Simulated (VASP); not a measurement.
Input of a VASP 6.6.1 run:

File INCAR:

```
SYSTEM = AlN
  PREC = Accurate
  ENCUT = 600
  EDIFF = 1E-6
  ISMEAR = 0
  SIGMA = 0.01
  LREAL = .FALSE.
  LASPH = .TRUE.
  NELM = 120
  ALGO = Normal
  ISIF = 2
  LWAVE = .FALSE.
  LCHARG = .FALSE.
  NBANDS = 11
  GGA_COMPAT = .FALSE.
```

File KPOINTS:

```
Automatic mesh
0
G
  8 8 8
  0 0 0
```

File POSCAR:

```
AlN
1.0
    0.0000000000      1.9690000000      1.9690000000
    1.9690000000      0.0000000000      1.9690000000
    1.9690000000      1.9690000000      0.0000000000
Al N
1 1
Direct
    0.0000000000      0.0000000000      0.0000000000
    0.5000000000      0.5000000000      0.5000000000
```

Potentials or basis: VASP PAW LDA potentials, release 64 (Al, N).

Launch:

```bash
$ cat potpaw_LDA.64/Al/POTCAR potpaw_LDA.64/N/POTCAR > POTCAR
$ mpirun -np 1 vasp_std > vasp.out
```

(1) Predict the pressure.

(2) What does it give for the band gap on the k mesh?

Results:

(1) 17.7 GPa.

(2) 5.04 eV, indirect (least direct gap 6.96 eV).
